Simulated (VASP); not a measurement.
Wanted: the native input for a VASP 6.6.1 run.

* Task: single point
* Functional: r2SCAN
* Potentials or basis: VASP PAW PBE potentials, release 64 (Ti_sv, N)
* Cutoff: 520 eV
* k mesh: 8 × 8 × 8
* Occupations: methfessel-paxton, width 0.05 eV
* Spin: collinear spin, ferromagnetic start
* Starting moments: [1.0, 0.0] μB
* Hubbard terms: Ti d U = 3.0 eV
* Dipole correction: no
* Further INCAR settings: ALGO = Normal; EDIFF = 1e-07; NBANDS = 20

TiN:

```
Ti N
1.0
     0.00000    2.11250    2.11250
     2.11250    0.00000    2.11250
     2.11250    2.11250    0.00000
Ti N
1 1
Direct
  0.00000 0.00000 0.00000
  0.50000 0.50000 0.50000
```

These files were run (other wordings do the same):

POSCAR

```
TiN
1.0
    0.0000000000      2.1125000000      2.1125000000
    2.1125000000      0.0000000000      2.1125000000
    2.1125000000      2.1125000000      0.0000000000
Ti N
1 1
Direct
    0.0000000000      0.0000000000      0.0000000000
    0.5000000000      0.5000000000      0.5000000000
```

INCAR.step1

```
SYSTEM = TiN
ALGO = Normal ; EDIFF = 1E-4
ENCUT = 520 ; GGA = PE
ISMEAR = 1 ; ISPIN = 2
LASPH = .True. ; LCHARG = .False.
LDAU = .True. ; LDAUJ = 0 0
LDAUL = 2 -1 ; LDAUTYPE = 2
LDAUU = 3 0 ; LMAXMIX = 4
LREAL = .False. ; LWAVE = .True.
MAGMOM = 1 0 ; NBANDS = 20
NELM = 150 ; PREC = Accurate
SIGMA = 0.05
```

INCAR.step2

```
SYSTEM = TiN
ALGO = Normal ; EDIFF = 1E-7
ENCUT = 520 ; ISIF = 2
ISMEAR = 1 ; ISPIN = 2
ISTART = 1 ; LASPH = .True.
LCHARG = .False. ; LDAU = .True.
LDAUJ = 0 0 ; LDAUL = 2 -1
LDAUPRINT = 1 ; LDAUTYPE = 2
LDAUU = 3 0 ; LMAXMIX = 4
LMIXTAU = .True. ; LORBIT = 11
LREAL = .False. ; LWAVE = .False.
MAGMOM = 1 0 ; METAGGA = R2SCAN
NBANDS = 20 ; NELM = 150
PREC = Accurate ; SIGMA = 0.05
```

KPOINTS

```
k-points
0
Gamma
  8 8 8
  0 0 0
```

Potentials or basis: VASP PAW PBE potentials, release 64 (Ti_sv, N).

Launch:

```console
$ cat potpaw_PBE.64/Ti_sv/POTCAR potpaw_PBE.64/N/POTCAR > POTCAR
$ cp INCAR.step1 INCAR
$ mpirun -np 1 vasp_std > vasp.out
$ cp INCAR.step2 INCAR
$ mpirun -np 1 vasp_std > vasp.out
```

It gave:

The pressure is 13.1 GPa and the net moment is 0.19 μB per cell. The site moments are Ti +0.15; N +0.01 μB and the valence electrons inside the program's atomic spheres are Ti 10.29; N 3.83.

Caveat: the PAW data sets were made with another functional, which shifts forces and pressure a little.

It took 79 s on 1 thread of Intel Xeon 6975P-C (shared host), peak memory 0.17 GiB.
